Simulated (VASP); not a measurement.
# BeSn2S3 in VASP: notebook

The runs below take BeSn2S3 through single point, with PBE.

Program: VASP 6.6.1. These are calculated values, not measurements. Logs are shortened: lines on timing, memory, paths and dates and some standing lists are left out, and cuts for length are marked.

**1. The cell of the first run**

The typed cell holds 6 atoms: a = 3.650 Å, b = 5.111 Å, c = 9.231 Å, α = 103.86°, β = 101.38°, γ = 90.08°.

**2. Single point, PBE**

INCAR

```
SYSTEM = BeSn2S3
PREC = Accurate
ENCUT = 520
EDIFF = 1E-6
ISMEAR = 0
SIGMA = 0.02
LREAL = .False.
LASPH = .True.
NELM = 60
ALGO = Normal
ISIF = 2
LWAVE = .False.
LCHARG = .False.
GGA = PE
NBANDS = 33
```

KPOINTS

```
regular mesh
0
Gamma
  8 6 4
  0 0 0
```

POSCAR

```
BeSn2S3
1.0
    3.6493842290      0.0237602177     -0.0193359974
   -0.0409533497      5.1102933901     -0.0340600999
   -1.7602357296     -2.1675675676      8.7987046486
Be Sn S
1 2 3
Direct
    0.3756525093      0.5437121279      0.8352241819
    0.6806639244      0.5626345334      0.4438327477
    0.9909642298      0.0447978725      0.0639582315
    0.4912681325      0.6760107651      0.0661399186
    0.8218375227      0.4821770897      0.7276526225
    0.1396136814      0.1906686117      0.3631932779
```

Potentials or basis: VASP PAW PBE potentials, release 64 (Be, Sn_d, S).

Command:

```
$ cat potpaw_PBE.64/Be/POTCAR potpaw_PBE.64/Sn_d/POTCAR potpaw_PBE.64/S/POTCAR > POTCAR
$ mpirun -np 1 vasp_std > vasp.out
```

OUTCAR:

```text
SYSTEM = BeSn2S3
   PREC = Accurate
   ENCUT = 520
   EDIFF = 1E-6
   ISMEAR = 0
   LREAL = .False.
   LASPH = .True.
   NELM = 60
   ISIF = 2
   GGA = PE

 ion  position               nearest neighbor table
   1  0.376  0.544  0.835-   4 2.03   5 2.06   5 2.06
   2  0.681  0.563  0.444-   6 2.61   6 2.61   5 2.70
   3  0.991  0.045  0.064-   4 2.63   4 2.63   6 2.63
   4  0.491  0.676  0.066-   1 2.03   3 2.63   3 2.63
   5  0.822  0.482  0.728-   1 2.06   1 2.06   2 2.70
   6  0.140  0.191  0.363-   2 2.61   2 2.61   3 2.63

  LATTYP: Found a triclinic cell.
 ALAT       =     9.4192840190
 B/A-ratio  =     0.5425646976
 C/A-ratio  =     0.3874511898
 COS(alpha) =     0.0014677015
 COS(beta)  =     0.1941128592
 COS(gamma) =     0.3077289691

  Lattice vectors:

 A1 = (  -1.8011890793,   2.9427258225,   8.7646445487)
 A2 = (  -0.0409533497,   5.1102933901,  -0.0340600999)
 A3 = (  -3.6493842290,  -0.0237602177,   0.0193359974)

Analysis of symmetry for initial positions (statically):
=====================================================================
 Subroutine PRICEL returns:
 Original cell was already a primitive cell.

 Routine SETGRP: Setting up the symmetry group for a
 triclinic supercell.

 Subroutine GETGRP returns: Found  1 space group operations
 (whereof  1 operations were pure point group operations)
 out of a pool of  2 trial point group operations.

The static configuration has the point symmetry C_1 .

Analysis of symmetry for dynamics (positions and initial velocities):
=====================================================================
 Subroutine PRICEL returns:
 Original cell was already a primitive cell.

 Routine SETGRP: Setting up the symmetry group for a
 triclinic supercell.

 Subroutine GETGRP returns: Found  1 space group operations
 (whereof  1 operations were pure point group operations)
 out of a pool of  2 trial point group operations.

The dynamic configuration has the point symmetry C_1 .

 Subroutine INISYM returns: Found  1 space group operations
 (whereof  1 operations are pure point group operations),
 and found     1 'primitive' translations

----------------------------------------------------------------------------------------

                                     Primitive cell

  volume of cell :     163.6557

  direct lattice vectors                    reciprocal lattice vectors
     3.649384229  0.023760218 -0.019335997     0.274296212  0.002568137  0.055507330
    -0.040953350  5.110293390 -0.034060100    -0.001021334  0.195995745  0.048079376
    -1.760235730 -2.167567568  8.798704649     0.000598839  0.000764350  0.113961193

  length of vectors
     3.649512800  5.110570986  9.231141992     0.279867953  0.201809320  0.113965330

  position of ions in fractional coordinates (direct lattice)
     0.375652509  0.543712128  0.835224182
     0.680663924  0.562634533  0.443832748
     0.990964230  0.044797872  0.063958232
     0.491268132  0.676010765  0.066139919
     0.821837523  0.482177090  0.727652623
     0.139613681  0.190668612  0.363193278

  ion indices of the primitive-cell ions
   primitive index   ion index
                 1           1
                 2           2
                 3           3
                 4           4
                 5           5
                 6           6

----------------------------------------------------------------------------------------

 KPOINTS: regular mesh

Automatic generation of k-mesh.
 Grid dimensions read from file:
 generate k-points for:    8    6    4

 Generating k-lattice:

  Cartesian coordinates                     Fractional coordinates (reciprocal lattice)
     0.034287026  0.000321017  0.006938416     0.125000000  0.000000000  0.000000000
    -0.000170222  0.032665958  0.008013229    -0.000000000  0.166666667 -0.000000000
     0.000149710  0.000191088  0.028490298     0.000000000 -0.000000000  0.250000000

  Length of vectors
     0.034983494  0.033634887  0.028491332

  Shift w.r.t. Gamma in fractional coordinates (k-lattice)
     0.000000000  0.000000000  0.000000000

 Subroutine IBZKPT returns following result:
 ===========================================

 Found    100 irreducible k-points:

 Following reciprocal coordinates:
            Coordinates               Weight
  0.000000  0.000000  0.000000      1.000000
  0.125000  0.000000 -0.000000      2.000000
  0.250000  0.000000 -0.000000      2.000000
  0.375000  0.000000 -0.000000      2.000000
  0.500000  0.000000 -0.000000      1.000000
 -0.000000  0.166667  0.000000      2.000000
[... 16 lines left out ...]
  0.125000  0.500000 -0.000000      2.000000
  0.250000  0.500000  0.000000      2.000000
 [... further k-points ...]
   k-points           NKPTS =    100   k-points in BZ     NKDIM =    100   number of bands    NBANDS=     33
   number of dos      NEDOS =    301   number of ions     NIONS =      6
   total plane-waves  NPLWV =  78400
   dimension x,y,z NGX =    28 NGY =   40 NGZ =   70
   dimension x,y,z NGXF=    56 NGYF=   80 NGZF=  140
   ions per type =               1   2   3
   NGX,Y,Z   is equivalent  to a cutoff of  12.75, 13.01, 12.61 a.u.
   NGXF,Y,Z  is equivalent  to a cutoff of  25.51, 26.02, 25.21 a.u.
 SYSTEM =  BeSn2S3
   PREC   = accura    normal or accurate (medium, high low for compatibility)
   ISTART =      0    job   : 0-new  1-cont  2-samecut
   ICHARG =      2    charge: 1-file 2-atom 10-const
   ISPIN  =      1    spin polarized calculation?
   LNONCOLLINEAR =      F non collinear calculations
   LSORBIT =      F    spin-orbit coupling
   LASPH  =      T    aspherical Exc in radial PAW
   ENCUT  =  520.0 eV  38.22 Ry    6.18 a.u.   6.79  9.50 17.16*2*pi/ulx,y,z
   NELM   =     60;   NELMIN=  2; NELMDL= -5     # of ELM steps
   EDIFF  = 0.1E-05   stopping-criterion for ELM
   LREAL  =      F    real-space projection
   EDIFFG = 0.1E-04   stopping-criterion for IOM
   NSW    =      0    number of steps for IOM
   IBRION =     -1    ionic relax: 0-MD 1-quasi-New 2-CG
   NFREE  =      0    steps in history (QN), initial steepest desc. (CG)
   ISIF   =      2    stress and relaxation
   ISYM   =      2    0-nonsym 1-usesym 2-fastsym
   POTIM  = 0.5000    time-step for ionic-motion
   TEBEG  =    0.0;   TEEND  =   0.0 temperature during run
   PSTRESS=    0.0 pullay stress
   NELECT =      48.0000    total number of electrons
   NUPDOWN=      -1.0000    fix difference up-down
   EMIN   =  10.00;   EMAX   =-10.00  energy-range for DOS
   EFERMI =   0.00;   METHOD = LEGACY
   ISMEAR =     0;   SIGMA  =   0.02  broadening in eV -4-tet -1-fermi 0-gaus
   EFERMI_NEDOS =   21; number of points for ismear=-14 and -15
   IALGO  =     38    algorithm
   IMIX   =      4    mixing-type and parameters
     AMIX     =   0.40;   BMIX     =  1.00
     AMIX_MAG =   1.60;   BMIX_MAG =  1.00
  volume/ion in A,a.u.               =      27.28       184.07
  Fermi-wavevector in a.u.,A,eV,Ry     =   1.087706  2.055466 16.097113  1.183104
  Thomas-Fermi vector in A             =   2.223871
   LORBIT       =      0    0 simple, 1 ext, 2 COOP (PROOUT), +10 PAW based schemes
   GGA     = PE    functional components
   LHFCALC =     F    Hartree Fock is set to
   AEXX    =    0.0000 exact exchange contribution
   IVDW    =     0    specifies the selected vdW correction
   LEPSILON=     F    determine dielectric tensor
   LRPA    =     F    only Hartree local field effects (RPA)
 non-spin polarized calculation
 Gauss-broadening in eV      SIGMA  =   0.02
  energy-cutoff  :      520.00
  volume of cell :      163.66
 maximum number of plane-waves:      4431
   NGX = 13   NGY = 19   NGZ = 35

 number of electron      48.0000004 magnetization

 Free energy of the ion-electron system (eV)
  ---------------------------------------------------
  ext. energy  EPLUGINS =         0.00000000
  ---------------------------------------------------
  free energy    TOTEN  =       -26.85943576 eV

  energy without entropy =      -26.85943576  energy(sigma->0) =      -26.85943576

 E-fermi :   3.4436     XC(G=0):  -8.3696

 val. band max:        3.3357887997   @ k =   0.1250   0.5000   0.5000
 cond. band min:       4.0550838303   @ k =   0.5000   0.0000   0.5000
 fundamental gap:      0.7192950306
 Fermi energy:         3.4435515085

 k-point     1 :       0.0000    0.0000    0.0000
  band No.  band energies     occupation
      1     -17.8633      2.00000
      2     -17.8105      2.00000
      3     -17.7884      2.00000
      4     -17.7619      2.00000
      5     -17.7603      2.00000
      6     -17.7311      2.00000
[... 25 lines left out ...]
     32       9.0908      0.00000
     33       9.4512      0.00000

 k-point     2 :       0.1250    0.0000   -0.0000
  band No.  band energies     occupation
      1     -17.8539      2.00000
      2     -17.8152      2.00000
      3     -17.7801      2.00000
      4     -17.7650      2.00000
      5     -17.7603      2.00000
      6     -17.7323      2.00000
[... 25 lines left out ...]
     32       8.6260      0.00000
     33       9.3412      0.00000

 k-point     3 :       0.2500    0.0000   -0.0000
  band No.  band energies     occupation
      1     -17.8357      2.00000
      2     -17.8230      2.00000
      3     -17.7751      2.00000
      4     -17.7630      2.00000
      5     -17.7557      2.00000
      6     -17.7399      2.00000
[... 25 lines left out ...]
     32       8.9708      0.00000
     33       9.2234      0.00000

 k-point     4 :       0.3750    0.0000   -0.0000
  band No.  band energies     occupation
      1     -17.8415      2.00000
      2     -17.8091      2.00000
      3     -17.7851      2.00000
      4     -17.7574      2.00000
      5     -17.7485      2.00000
      6     -17.7402      2.00000
[... 673 lines left out ...]
     32       9.4996      0.00000
     33      10.0048      0.00000

 k-point    23 :       0.1250    0.5000   -0.0000
  band No.  band energies     occupation
      1     -17.8538      2.00000
      2     -17.8157      2.00000
      3     -17.7797      2.00000
      4     -17.7653      2.00000
      5     -17.7582      2.00000
      6     -17.7326      2.00000
[... 25 lines left out ...]
     32       9.1302      0.00000
     33       9.8130      0.00000

 k-point    24 :       0.2500    0.5000    0.0000
  band No.  band energies     occupation
      1     -17.8363      2.00000
      2     -17.8235      2.00000
      3     -17.7758      2.00000
      4     -17.7621      2.00000
      5     -17.7546      2.00000
      6     -17.7400      2.00000
[... 25 lines left out ...]
     32       9.3637      0.00000
     33       9.6908      0.00000

 [... further k-points ...]

------------------------ aborting loop because EDIFF is reached ----------------------------------------

  FORCE on cell =-STRESS in cart. coord.  units (eV):
  Direction    XX          YY          ZZ          XY          YZ          ZX
  --------------------------------------------------------------------------------------
  -------------------------------------------------------------------------------------
  Total       -0.0399263     -0.0033105     -0.0233463      0.0047156     -0.0198049      0.0040999
  in kB       -0.3908752     -0.0324097     -0.2285589      0.0461656     -0.1938890      0.0401375
  external PRESSURE =      -0.2172813 kB  Pullay stress =       0.0000000 kB

 VOLUME and BASIS-vectors are now :
 -----------------------------------------------------------------------------
  energy-cutoff  :      520.00
  volume of cell :      163.66
      direct lattice vectors                 reciprocal lattice vectors
     3.649384229  0.023760218 -0.019335997     0.274296212  0.002568137  0.055507330
    -0.040953350  5.110293390 -0.034060100    -0.001021334  0.195995745  0.048079376
    -1.760235730 -2.167567568  8.798704649     0.000598839  0.000764350  0.113961193

 POSITION                                       TOTAL-FORCE (eV/Angst)
 -----------------------------------------------------------------------------------
     -0.12156      0.97705      7.32311        -0.000588     -0.000064      0.005767
      1.67971      1.92936      3.87283        -0.001826      0.013863     -0.003116
      3.50199      0.11384      0.54206        -0.002044      0.010904     -0.011699
      1.64872      3.32292      0.54942         0.000369     -0.008449      0.006522
      1.69861      0.90636      6.37009         0.001635     -0.005713     -0.004812
     -0.13761      0.19044      3.18644         0.002453     -0.010540      0.007339
 -----------------------------------------------------------------------------------
    total drift:                               -0.000166     -0.000521      0.000306

  FREE ENERGIE OF THE ION-ELECTRON SYSTEM (eV)
  ---------------------------------------------------
  free  energy   TOTEN  =       -26.8594357580 eV

  energy  without entropy=      -26.8594357580  energy(sigma->0) =      -26.85943576
```

Wall time 4.4 min (1 thread of Intel Xeon 6975P-C (Granite Rapids), shared host); peak memory 0.59 GiB.

What came out:

```yaml
Free_energy: -26.8594 eV
Pressure: 0.0 GPa
Largest_force: 0.016 eV/Å
Band_gap_on_the_k_mesh: 0.72 eV (least direct gap 1.52 eV)
```

Forces in eV/Å, atoms in the order of the input:
```
Be  -0.001  0.000  0.006
Sn  -0.002  0.014 -0.003
Sn  -0.002  0.011 -0.012
S    0.000 -0.008  0.007
S    0.002 -0.006 -0.005
S    0.002 -0.011  0.007
```

Levels at points of the mesh, in eV from the valence-band top:
| k point | band 21 | band 22 | band 23 | band 24 | band 25 | band 26 | band 27 | band 28 |
| --- | --- | --- | --- | --- | --- | --- | --- | --- |
| (0.00, 0.00, 0.00) | -1.91 | -1.89 | -1.23 | -1.22 | 2.41 | 2.76 | 3.39 | 3.80 |
| (0.50, 0.00, 0.00) | -2.39 | -1.63 | -0.84 | -0.80 | 0.72 | 1.38 | 2.44 | 2.95 |
| (0.00, 0.50, 0.00) | -1.56 | -1.37 | -0.42 | -0.03 | 1.81 | 2.35 | 3.03 | 3.52 |
| (0.50, 0.50, 0.00) | -2.79 | -2.07 | -1.71 | -0.97 | 2.00 | 2.78 | 2.96 | 3.56 |
| (0.00, 0.00, 0.50) | -1.72 | -1.61 | -1.39 | -1.28 | 1.90 | 3.08 | 3.32 | 3.76 |
| (0.50, 0.00, 0.50) | -2.39 | -1.63 | -0.85 | -0.80 | 0.72 | 1.38 | 2.44 | 2.94 |
| (0.00, 0.50, 0.50) | -1.56 | -1.21 | -0.58 | -0.04 | 2.06 | 2.34 | 2.72 | 3.50 |
| (0.50, 0.50, 0.50) | -2.79 | -2.07 | -1.72 | -0.96 | 2.01 | 2.78 | 2.96 | 3.56 |

Caveat: spin-orbit coupling is left out, which moves the levels of the heavy elements.

(Part 1 of 2 ends here.)
